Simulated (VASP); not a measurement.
A run of VASP 6.6.1 is set up as follows.

INCAR

```
PREC     = Accurate       # precision mode
ENCUT    = 520            # plane-wave cutoff, eV
EDIFF    = 1E-6           # SCF threshold, eV
ISMEAR   = 0              # smearing method
SIGMA    = 0.1            # smearing width, eV
LREAL    = F              # projectors in reciprocal space
LASPH    = T              # aspherical terms in the spheres
NELM     = 100            # most SCF steps
ALGO     = Normal         # electronic algorithm
ISIF     = 2              # what is computed and relaxed
LWAVE    = F              # write WAVECAR
LCHARG   = F              # write CHGCAR
GGA      = PS             # functional
NBANDS   = 11             # bands
```

The input KPOINTS:

```
regular mesh
0
Gamma
  16 16 16
```

The input POSCAR:

```
Pt
1.0
    0.0000000000      1.9588232764      1.9588232764
    1.9588232764      0.0000000000      1.9588232764
    1.9588232764      1.9588232764      0.0000000000
Pt
1
Direct
    0.0000000000      0.0000000000      0.0000000000
```

Potentials or basis: VASP PAW PBE potentials, release 64 (Pt).

Launch:

```bash
$ cat potpaw_PBE.64/Pt/POTCAR > POTCAR
$ mpirun -np 1 vasp_std > vasp.out
```

Question: Predict the band gap on the k mesh.

Answer: Zero (band 5 reaches 11.65 eV, above the bottom of band 6 at 9.42 eV).

Question: Estimate the pressure.

Answer: -0.4 GPa.

Caveat: the PAW data sets were made with another functional, which shifts forces and pressure a little; spin-orbit coupling is left out, which moves the levels of the heavy elements.
